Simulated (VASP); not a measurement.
# Os (P6_3/mmc) in VASP: a series of runs

Os is run at these levels: PBEsol; tasks: single point.

Program: VASP 6.6.1. These are calculated values, not measurements. Logs are shortened: lines on timing, memory, paths and dates and some standing lists are left out, and cuts for length are marked.

### Step 1. The cell of the first run

It takes space group P6_3/mmc (No. 194, hexagonal). Conventional cell: a = 2.843 Å, b = 2.843 Å, c = 4.320 Å, α = 90.00°, β = 90.00°, γ = 120.00°. Os (site symmetry -6m2) has 12 Os at 2.71 to 2.84 Å within 3.6 Å.

### Step 2. Single point, PBEsol (strain +0.040 along x and y, +0.000 along z)

INCAR reads:

```
SYSTEM = Os
ALGO = Normal ; EDIFF = 1E-6
ENCUT = 520 ; GGA = PS
ISIF = 2 ; ISMEAR = 0
LASPH = .True. ; LCHARG = .False.
LREAL = .False. ; LWAVE = .False.
NBANDS = 15 ; NELM = 80
PREC = Accurate ; SIGMA = 0.15
```

KPOINTS reads:

```
k-points
0
Gamma
  18 18 12
  0 0 0
```

POSCAR reads:

```
Os
1.0
    2.8434639745      0.0000000000      0.0000000000
   -1.4217319873      2.4625120367      0.0000000000
    0.0000000000      0.0000000000      4.3197000000
Os
2
Direct
    0.3333333333      0.6666666667      0.2500000000
    0.6666666667      0.3333333333      0.7500000000
```

Potentials or basis: VASP PAW PBE potentials, release 64 (Os).

Run with:

```bash
$ cat potpaw_PBE.64/Os/POTCAR > POTCAR
$ mpirun -np 1 vasp_std > vasp.out
```

OUTCAR:

```text
SYSTEM = Os
   EDIFF = 1E-6
   ENCUT = 520
   GGA = PS
   ISIF = 2
   ISMEAR = 0
   LASPH = .True.
   LREAL = .False.
   NELM = 80
   PREC = Accurate

 ion  position               nearest neighbor table
   1  0.333  0.667  0.250-   2 2.71   2 2.71   2 2.71   2 2.71   2 2.71   2 2.71
   2  0.667  0.333  0.750-   1 2.71   1 2.71   1 2.71   1 2.71   1 2.71   1 2.71

  LATTYP: Found a hexagonal cell.
 ALAT       =     2.8434639745
 C/A-ratio  =     1.5191681832

  Lattice vectors:

 A1 = (   2.8434639745,   0.0000000000,   0.0000000000)
 A2 = (  -1.4217319873,   2.4625120367,   0.0000000000)
 A3 = (   0.0000000000,   0.0000000000,   4.3197000000)

Analysis of symmetry for initial positions (statically):
=====================================================================
 Subroutine PRICEL returns:
 Original cell was already a primitive cell.

 Routine SETGRP: Setting up the symmetry group for a
 hexagonal supercell.

 Subroutine GETGRP returns: Found 24 space group operations
 (whereof 12 operations were pure point group operations)
 out of a pool of 24 trial point group operations.

The static configuration has the point symmetry D_3d.
 The point group associated with its full space group is D_6h.

Analysis of symmetry for dynamics (positions and initial velocities):
=====================================================================
 Subroutine PRICEL returns:
 Original cell was already a primitive cell.

 Routine SETGRP: Setting up the symmetry group for a
 hexagonal supercell.

 Subroutine GETGRP returns: Found 24 space group operations
 (whereof 12 operations were pure point group operations)
 out of a pool of 24 trial point group operations.

The dynamic configuration has the point symmetry D_3d.
 The point group associated with its full space group is D_6h.

 Subroutine INISYM returns: Found 24 space group operations
 (whereof 12 operations are pure point group operations),
 and found     1 'primitive' translations

----------------------------------------------------------------------------------------

                                     Primitive cell

  volume of cell :      30.2468

  direct lattice vectors                    reciprocal lattice vectors
     2.843463975  0.000000000  0.000000000     0.351683724  0.203044693  0.000000000
    -1.421731987  2.462512037  0.000000000     0.000000000  0.406089386  0.000000000
     0.000000000  0.000000000  4.319700000     0.000000000  0.000000000  0.231497558

  length of vectors
     2.843463975  2.843463975  4.319700000     0.406089386  0.406089386  0.231497558

  position of ions in fractional coordinates (direct lattice)
     0.333333333  0.666666667  0.250000000
     0.666666667  0.333333333  0.750000000

  ion indices of the primitive-cell ions
   primitive index   ion index
                 1           1
                 2           2

----------------------------------------------------------------------------------------

 KPOINTS: k-points

Automatic generation of k-mesh.
 Grid dimensions read from file:
 generate k-points for:   18   18   12

 Generating k-lattice:

  Cartesian coordinates                     Fractional coordinates (reciprocal lattice)
     0.019537985  0.011280261  0.000000000     0.055555556 -0.000000000  0.000000000
     0.000000000  0.022560521  0.000000000     0.000000000  0.055555556  0.000000000
     0.000000000  0.000000000  0.019291463     0.000000000  0.000000000  0.083333333

  Length of vectors
     0.022560521  0.022560521  0.019291463

  Shift w.r.t. Gamma in fractional coordinates (k-lattice)
     0.000000000  0.000000000  0.000000000

 Subroutine IBZKPT returns following result:
 ===========================================

 Found    259 irreducible k-points:

 Following reciprocal coordinates:
            Coordinates               Weight
  0.000000  0.000000  0.000000      1.000000
  0.055556  0.000000  0.000000      6.000000
  0.111111  0.000000  0.000000      6.000000
  0.166667 -0.000000  0.000000      6.000000
  0.222222  0.000000  0.000000      6.000000
  0.277778  0.000000  0.000000      6.000000
[... 16 lines left out ...]
  0.333333  0.111111  0.000000     12.000000
  0.388889  0.111111  0.000000     12.000000
 [... further k-points ...]
   k-points           NKPTS =    259   k-points in BZ     NKDIM =    259   number of bands    NBANDS=     15
   number of dos      NEDOS =    301   number of ions     NIONS =      2
   total plane-waves  NPLWV =  18432
   dimension x,y,z NGX =    24 NGY =   24 NGZ =   32
   dimension x,y,z NGXF=    48 NGYF=   48 NGZF=   64
   ions per type =               2
   NGX,Y,Z   is equivalent  to a cutoff of  14.03, 14.03, 12.32 a.u.
   NGXF,Y,Z  is equivalent  to a cutoff of  28.06, 28.06, 24.63 a.u.
 SYSTEM =  Os
   PREC   = accura    normal or accurate (medium, high low for compatibility)
   ISTART =      0    job   : 0-new  1-cont  2-samecut
   ICHARG =      2    charge: 1-file 2-atom 10-const
   ISPIN  =      1    spin polarized calculation?
   LNONCOLLINEAR =      F non collinear calculations
   LSORBIT =      F    spin-orbit coupling
   LASPH  =      T    aspherical Exc in radial PAW
   ENCUT  =  520.0 eV  38.22 Ry    6.18 a.u.   5.29  5.29  8.03*2*pi/ulx,y,z
   NELM   =     80;   NELMIN=  2; NELMDL= -5     # of ELM steps
   EDIFF  = 0.1E-05   stopping-criterion for ELM
   LREAL  =      F    real-space projection
   EDIFFG = 0.1E-04   stopping-criterion for IOM
   NSW    =      0    number of steps for IOM
   IBRION =     -1    ionic relax: 0-MD 1-quasi-New 2-CG
   NFREE  =      0    steps in history (QN), initial steepest desc. (CG)
   ISIF   =      2    stress and relaxation
   ISYM   =      2    0-nonsym 1-usesym 2-fastsym
   POTIM  = 0.5000    time-step for ionic-motion
   TEBEG  =    0.0;   TEEND  =   0.0 temperature during run
   PSTRESS=    0.0 pullay stress
   NELECT =      16.0000    total number of electrons
   NUPDOWN=      -1.0000    fix difference up-down
   EMIN   =  10.00;   EMAX   =-10.00  energy-range for DOS
   EFERMI =   0.00;   METHOD = LEGACY
   ISMEAR =     0;   SIGMA  =   0.15  broadening in eV -4-tet -1-fermi 0-gaus
   EFERMI_NEDOS =   21; number of points for ismear=-14 and -15
   IALGO  =     38    algorithm
   IMIX   =      4    mixing-type and parameters
     AMIX     =   0.40;   BMIX     =  1.00
     AMIX_MAG =   1.60;   BMIX_MAG =  1.00
  volume/ion in A,a.u.               =      15.12       102.06
  Fermi-wavevector in a.u.,A,eV,Ry     =   1.324001  2.501999 23.850717  1.752978
  Thomas-Fermi vector in A             =   2.453568
   LORBIT       =      0    0 simple, 1 ext, 2 COOP (PROOUT), +10 PAW based schemes
   GGA     = PS    functional components
   LHFCALC =     F    Hartree Fock is set to
   AEXX    =    0.0000 exact exchange contribution
   IVDW    =     0    specifies the selected vdW correction
   LEPSILON=     F    determine dielectric tensor
   LRPA    =     F    only Hartree local field effects (RPA)
 non-spin polarized calculation
 Gauss-broadening in eV      SIGMA  =   0.15
  energy-cutoff  :      520.00
  volume of cell :       30.25
 maximum number of plane-waves:       828
 NGX is ok and might be reduce to    24
   NGX = 11   NGY = 11   NGZ = 17

 number of electron      16.0000001 magnetization

 Free energy of the ion-electron system (eV)
  ---------------------------------------------------
  ext. energy  EPLUGINS =         0.00000000
  ---------------------------------------------------
  free energy    TOTEN  =       -24.21359687 eV

  energy without entropy =      -24.19813003  energy(sigma->0) =      -24.20586345

 E-fermi :   8.1713     XC(G=0): -13.7084

 val. band max:        8.1571902774   @ k =   0.2778   0.0000   0.0000
 cond. band min:       8.1879061815   @ k =   0.3889   0.0556   0.3333
 fundamental gap:      0.0307159041
 Fermi energy:         8.1712513841

 k-point     1 :       0.0000    0.0000    0.0000
  band No.  band energies     occupation
      1      -2.1262      2.00000
      2       1.1102      2.00000
      3       5.3805      2.00000
      4       5.3805      2.00000
      5       6.0584      2.00000
      6       6.2218      2.00000
      7       6.2218      2.00000
      8       6.4361      2.00000
      9       6.4361      2.00000
     10       8.6039      0.00005
     11       9.6550      0.00000
     12       9.6550      0.00000
     13      16.7911      0.00000
     14      22.0157      0.00000
     15      25.3775      0.00000

 k-point     2 :       0.0556    0.0000    0.0000
  band No.  band energies     occupation
      1      -2.0147      2.00000
      2       1.2042      2.00000
      3       5.1772      2.00000
      4       5.4754      2.00000
      5       6.1570      2.00000
      6       6.2387      2.00000
      7       6.3084      2.00000
      8       6.3267      2.00000
      9       6.3588      2.00000
     10       7.9240      1.98027
     11       9.7140      0.00000
     12      10.4986      0.00000
     13      16.7858      0.00000
     14      22.2312      0.00000
     15      25.5038      0.00000

 k-point     3 :       0.1111    0.0000    0.0000
  band No.  band energies     occupation
      1      -1.6881      2.00000
      2       1.4680      2.00000
      3       4.7940      2.00000
      4       5.7562      2.00000
      5       5.9167      2.00000
      6       5.9926      2.00000
      7       6.1527      2.00000
      8       6.5641      2.00000
      9       6.5775      2.00000
     10       7.2016      2.00000
     11       9.8670      0.00000
     12      11.7970      0.00000
     13      16.7554      0.00000
     14      22.7943      0.00000
     15      25.8247      0.00000
[... 343 lines left out ...]
 k-point    23 :       0.3333    0.1111    0.0000
  band No.  band energies     occupation
      1       1.6365      2.00000
      2       2.2035      2.00000
      3       2.6968      2.00000
      4       4.3876      2.00000
      5       4.7968      2.00000
      6       6.0744      2.00000
      7       6.3385      2.00000
      8       8.9486      0.00000
      9       9.3582      0.00000
     10      10.5146      0.00000
     11      10.5590      0.00000
     12      15.5233      0.00000
     13      16.9308      0.00000
     14      18.6953      0.00000
     15      19.0060      0.00000

 k-point    24 :       0.3889    0.1111    0.0000
  band No.  band energies     occupation
      1       1.8861      2.00000
      2       2.0581      2.00000
      3       2.4613      2.00000
      4       4.7284      2.00000
      5       4.7631      2.00000
      6       5.9659      2.00000
      7       6.6444      2.00000
      8       9.5675      0.00000
      9       9.7718      0.00000
     10      10.6025      0.00000
     11      11.3865      0.00000
     12      14.0477      0.00000
     13      17.1394      0.00000
     14      17.8172      0.00000
     15      19.8929      0.00000

 [... further k-points ...]
[... 5 lines left out ...]
  --------------------------------------------------------------------------------------
  -------------------------------------------------------------------------------------
  Total       -6.3983104     -6.3983104     -3.6410152      0.0000000      0.0000000      0.0000000
  in kB     -338.9192261   -338.9192261   -192.8649859      0.0000000      0.0000000      0.0000000
  external PRESSURE =    -290.2344794 kB  Pullay stress =       0.0000000 kB

 VOLUME and BASIS-vectors are now :
 -----------------------------------------------------------------------------
  energy-cutoff  :      520.00
  volume of cell :       30.25
      direct lattice vectors                 reciprocal lattice vectors
     2.843463975  0.000000000  0.000000000     0.351683724  0.203044693  0.000000000
    -1.421731987  2.462512037  0.000000000     0.000000000  0.406089386  0.000000000
     0.000000000  0.000000000  4.319700000     0.000000000  0.000000000  0.231497558

 POSITION                                       TOTAL-FORCE (eV/Angst)
 -----------------------------------------------------------------------------------
     -0.00000      1.64167      1.07993         0.000000      0.000000      0.000000
      1.42173      0.82084      3.23977        -0.000000     -0.000000      0.000000
 -----------------------------------------------------------------------------------
    total drift:                               -0.000000      0.000000     -0.000000

  FREE ENERGIE OF THE ION-ELECTRON SYSTEM (eV)
  ---------------------------------------------------
  free  energy   TOTEN  =       -24.2135968740 eV

  energy  without entropy=      -24.1981300334  energy(sigma->0) =      -24.20586345
```

It took 100 s on 1 thread of Oxide Virtual Turin-like, shared host; peak memory 0.2 GiB.

Results:

```
Free energy            : -24.2136 eV
Pressure               : -29.0 GPa
Band gap on the k mesh : zero (bands 8 and 9 overlap by 3.49 eV)
```

Caveat: the cell differs from its parent crystal (strain +0.040 along x and y, +0.000 along z); the stress differs along the axes, from -34 to -19 GPa; the PAW data sets were made with another functional, which shifts forces and pressure a little; spin-orbit coupling is left out, which moves the levels of the heavy elements.

### Step 3. Single point, PBEsol (strain +0.080 along x and y, -0.040 along z)

INCAR reads:

```
PREC     = Accurate       # precision mode
ENCUT    = 520            # plane-wave cutoff, eV
EDIFF    = 1E-6           # SCF threshold, eV
ISMEAR   = 0              # smearing method
SIGMA    = 0.15           # smearing width, eV
LREAL    = F              # projectors in reciprocal space
LASPH    = T              # aspherical terms in the spheres
NELM     = 80             # most SCF steps
ALGO     = Fast           # electronic algorithm
ISIF     = 2              # what is computed and relaxed
LWAVE    = F              # write WAVECAR
LCHARG   = F              # write CHGCAR
GGA      = PS             # functional
NBANDS   = 15             # bands
```

KPOINTS reads:

```
Automatic mesh
0
Gamma
  18 18 12
```

POSCAR reads:

```
Os
1.0
    2.9528279736      0.0000000000      0.0000000000
   -1.4764139868      2.5572240381      0.0000000000
    0.0000000000      0.0000000000      4.1469120000
Os
2
Direct
    0.3333333333      0.6666666667      0.2500000000
    0.6666666667      0.3333333333      0.7500000000
```

Potentials or basis: VASP PAW PBE potentials, release 64 (Os).

Run with:

```bash
$ cat potpaw_PBE.64/Os/POTCAR > POTCAR
$ mpirun -np 1 vasp_std > vasp.out
```

OUTCAR:

```text
PREC = Accurate
   ENCUT = 520
   EDIFF = 1E-6
   ISMEAR = 0
   LREAL = F
   LASPH = T
   NELM = 80
   ISIF = 2
   GGA = PS

 ion  position               nearest neighbor table
   1  0.333  0.667  0.250-   2 2.68   2 2.68   2 2.68   2 2.68   2 2.68   2 2.68
   2  0.667  0.333  0.750-   1 2.68   1 2.68   1 2.68   1 2.68   1 2.68   1 2.68

  LATTYP: Found a hexagonal cell.
 ALAT       =     2.9528279736
 C/A-ratio  =     1.4043865871

  Lattice vectors:

 A1 = (   2.9528279736,   0.0000000000,   0.0000000000)
 A2 = (  -1.4764139868,   2.5572240381,   0.0000000000)
 A3 = (   0.0000000000,   0.0000000000,   4.1469120000)

Analysis of symmetry for initial positions (statically):
=====================================================================
 Subroutine PRICEL returns:
 Original cell was already a primitive cell.

 Routine SETGRP: Setting up the symmetry group for a
 hexagonal supercell.

 Subroutine GETGRP returns: Found 24 space group operations
 (whereof 12 operations were pure point group operations)
 out of a pool of 24 trial point group operations.

[... 170 lines left out ...]
 fundamental gap:      0.0059316931
 Fermi energy:         7.7175206117

 k-point     1 :       0.0000    0.0000    0.0000
  band No.  band energies     occupation
      1      -2.2932      2.00000
      2       0.9879      2.00000
      3       4.9269      2.00000
      4       4.9269      2.00000
      5       5.4589      2.00000
      6       5.4589      2.00000
      7       5.9167      2.00000
      8       5.9167      2.00000
      9       6.4561      2.00000
     10       9.0480      0.00000
     11       9.1273      0.00000
     12       9.1273      0.00000
     13      16.9234      0.00000
     14      21.2290      0.00000
[... 401 lines left out ...]
      2       1.7694      2.00000
      3       2.2704      2.00000
      4       4.0834      2.00000
      5       4.1637      2.00000
      6       5.9521      2.00000
      7       6.6979      2.00000
      8       8.7945      0.00000
      9       9.0802      0.00000
     10      10.3023      0.00000
     11      10.4510      0.00000
     12      12.6241      0.00000
     13      16.3544      0.00000
     14      17.3146      0.00000
     15      19.7916      0.00000

 [... further k-points ...]
[... 5 lines left out ...]
  --------------------------------------------------------------------------------------
  -------------------------------------------------------------------------------------
  Total       -8.8821892     -8.8821892     -1.4626276     -0.0000000     -0.0000000      0.0000000
  in kB     -454.4633423   -454.4633423    -74.8363502     -0.0000000     -0.0000000      0.0000000
  external PRESSURE =    -327.9210116 kB  Pullay stress =       0.0000000 kB

 VOLUME and BASIS-vectors are now :
 -----------------------------------------------------------------------------
  energy-cutoff  :      520.00
  volume of cell :       31.31
      direct lattice vectors                 reciprocal lattice vectors
     2.952827974  0.000000000  0.000000000     0.338658401  0.195524519  0.000000000
    -1.476413987  2.557224038  0.000000000     0.000000000  0.391049038  0.000000000
     0.000000000  0.000000000  4.146912000     0.000000000  0.000000000  0.241143289

 POSITION                                       TOTAL-FORCE (eV/Angst)
 -----------------------------------------------------------------------------------
     -0.00000      1.70482      1.03673        -0.000000      0.000000      0.000000
      1.47641      0.85241      3.11018         0.000000     -0.000000      0.000000
 -----------------------------------------------------------------------------------
    total drift:                               -0.000000      0.000000     -0.000000

  FREE ENERGIE OF THE ION-ELECTRON SYSTEM (eV)
  ---------------------------------------------------
  free  energy   TOTEN  =       -23.7306223505 eV

  energy  without entropy=      -23.7171132226  energy(sigma->0) =      -23.72386779
```

OSZICAR:

```text
N       E                     dE             d eps       ncg     rms          rms(c)
DAV:   1     0.958929115074E+02    0.95893E+02   -0.73645E+03  7770   0.101E+03
DAV:   2    -0.202717421009E+02   -0.11616E+03   -0.10149E+03  8001   0.317E+02
DAV:   3    -0.253666902903E+02   -0.50949E+01   -0.48627E+01 10360   0.567E+01
DAV:   4    -0.254116806777E+02   -0.44990E-01   -0.44917E-01  8512   0.568E+00
DAV:   5    -0.254119283597E+02   -0.24768E-03   -0.24767E-03 10339   0.393E-01    0.190E+01
RMM:   6    -0.240262414201E+02    0.13857E+01   -0.12457E+00  7786   0.826E+00    0.657E+00
RMM:   7    -0.237341184219E+02    0.29212E+00   -0.12053E+00  7878   0.641E+00    0.463E-01
RMM:   8    -0.237331593481E+02    0.95907E-03   -0.68725E-02  8337   0.311E+00    0.122E+00
RMM:   9    -0.237337251158E+02   -0.56577E-03   -0.18905E-02  8615   0.851E-01    0.345E-01
RMM:  10    -0.237305832543E+02    0.31419E-02   -0.86062E-03  7999   0.104E+00    0.834E-02
RMM:  11    -0.237306289203E+02   -0.45666E-04   -0.65596E-04  8593   0.195E-01    0.118E-01
RMM:  12    -0.237306233737E+02    0.55466E-05   -0.45127E-05  8689   0.467E-02    0.112E-02
RMM:  13    -0.237306227197E+02    0.65400E-06   -0.12001E-05  8549   0.338E-02    0.379E-02
RMM:  14    -0.237306223505E+02    0.36920E-06   -0.12240E-06  6343   0.121E-02
   1 F= -.23730622E+02 E0= -.23723868E+02  d E =-.135091E-01
```

It took 2 min on 1 thread of Oxide Virtual Turin-like, shared host; peak memory 0.2 GiB.

Results:

```
Free energy            : -23.7306 eV
Pressure               : -32.8 GPa
Band gap on the k mesh : zero (bands 8 and 9 overlap by 3.00 eV)
```

Levels at points of the mesh, in eV from the Fermi level:
| k point | band 6 | band 7 | band 8 | band 9 | band 10 | band 11 |
| --- | --- | --- | --- | --- | --- | --- |
| (0.00, 0.00, 0.00) | -2.26 | -1.80 | -1.80 | -1.26 | 1.33 | 1.41 |
| (0.50, 0.00, 0.00) | -1.59 | -0.88 | 0.83 | 1.64 | 2.77 | 3.15 |
| (0.00, 0.00, 0.50) | -3.33 | -2.55 | -2.55 | 0.93 | 0.93 | 0.93 |
| (0.50, 0.00, 0.50) | -1.54 | -0.24 | -0.24 | 1.37 | 1.37 | 2.53 |

Caveat: the cell differs from its parent crystal (strain +0.080 along x and y, -0.040 along z); the stress differs along the axes, from -45 to -7 GPa; the PAW data sets were made with another functional, which shifts forces and pressure a little; spin-orbit coupling is left out, which moves the levels of the heavy elements.

[end of part 1 of 2]

The gap in the log of VASP goes by the Fermi energy; the results here count the filled bands.